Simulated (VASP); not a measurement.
YNb4N:

```xyz
6
Lattice="3.7701 0.0000 0.0000 0.0000 3.7701 0.0000 0.0000 0.0000 5.6244" Properties=species:S:1:pos:R:3 pbc="T T T"
Y     1.8851    1.8851    2.8122
Nb    0.0000    1.8851    4.2997
Nb    1.8851    0.0000    4.2997
Nb    0.0000    1.8851    1.3246
Nb    1.8851    0.0000    1.3246
N     0.0000    0.0000    0.0000
```

The cell was generated, and may not be a known phase.

* Program: VASP 6.6.1
* Task: relaxation of cell and atoms
* Functional: PBE
* Potentials or basis: VASP PAW PBE potentials, release 64 (Y_sv, Nb_sv, N)
* Cutoff: 600 eV
* k mesh: 4 × 4 × 4
* Occupations: gaussian, width 0.1 eV
* Spin: no spin polarisation

At the start: pressure 70.7 GPa; volume 13.32 Å³/atom.

Task: Where does the relaxation end?

Result: Over 20 steps the energy falls by 1627.9 meV/atom and the volume is 19.63 Å³/atom (+47.3 %); space group P4/mmm (No. 123, to 0.1 Å) before and after.

Step by step:
| step | energy change (eV) | largest force (eV/Å) | pressure (GPa) | volume (Å³) |
| --- | --- | --- | --- | --- |
| 1 | 0.0000 | 3.0048 | 70.72 | 79.94 |
| 2 | -1.0604 | 2.1936 | -21.93 | 169.12 |
| 3 | -5.8840 | 2.5833 | -5.36 | 116.04 |
| 4 | -5.9081 | 2.5851 | -3.55 | 113.83 |
| 5 | -5.9101 | 2.5868 | -2.44 | 112.58 |
| 6 | -7.2980 | 1.7395 | -0.99 | 112.49 |
| 7 | -5.8018 | 8.7490 | 25.67 | 111.51 |
| 8 | -8.0521 | 0.3310 | 3.26 | 112.33 |
| 9 | -8.1224 | 1.1992 | 5.66 | 112.23 |
| 10 | -8.6232 | 1.3558 | 4.92 | 113.92 |
| 11 | -9.2850 | 2.5035 | 5.14 | 118.20 |
| 12 | -9.6585 | 0.8965 | -0.71 | 121.02 |
| 13 | -9.7002 | 0.2776 | -3.29 | 122.53 |
| 14 | -9.7003 | 0.3108 | -3.15 | 122.45 |
| 15 | -9.7374 | 0.2705 | -1.65 | 120.63 |
| 16 | -9.7529 | 0.2311 | 0.16 | 118.62 |
| 17 | -9.7530 | 0.2286 | 0.28 | 118.50 |
| 18 | -9.7586 | 0.1589 | 0.13 | 118.41 |
| 19 | -9.7662 | 0.0472 | -0.30 | 118.15 |
| 20 | -9.7671 | 0.0074 | 0.14 | 117.77 |

Final structure:
```
Y Nb N
1.0
     3.89110    0.00000    0.00000
     0.00000    3.89110    0.00000
     0.00000    0.00000    7.77835
Y Nb N
1 4 1
Direct
  0.50000 0.50000 0.50000
  0.00000 0.50000 0.83207
  0.50000 0.00000 0.83207
  0.00000 0.50000 0.16793
  0.50000 0.00000 0.16793
  0.00000 0.00000 0.00000
```

Caveat: the k points lie up to 0.40 Å⁻¹ apart in the final cell; the volume moved by over 15 % at a fixed basis, so the end points are rough.
